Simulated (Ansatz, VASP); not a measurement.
Cs in VASP and in Ansatz

```
Cs
1.0
     0.00000    3.88955    3.88955
     3.88955    0.00000    3.88955
     3.88955    3.88955    0.00000
Cs
1
Direct
  0.00000 0.00000 0.00000
```

Alike in both runs: task single point; functional PBE; k mesh 4 × 4 × 4; occupations gaussian, width 0.05 eV; no spin polarisation.

|  | VASP | Ansatz |
| --- | --- | --- |
| version | VASP 6.6.1 | Ansatz 0.2.0 |
| potentials or method | VASP PAW PBE potentials, release 64 (Cs_sv), cutoff 500 eV | scalar-relativistic, plane waves, PAW |
| valence electrons in the cell | 9 | 9 |

|  | VASP | Ansatz | Ansatz less VASP |
| --- | --- | --- | --- |
| gap on the k mesh at the Fermi level (eV) | none | none | - |
| pressure (GPa) | 0.0 | 0.0 | +0.01 |

A gap of «none» marks a metal or a gap that the smearing closes.

Neither program's run includes spin-orbit coupling.
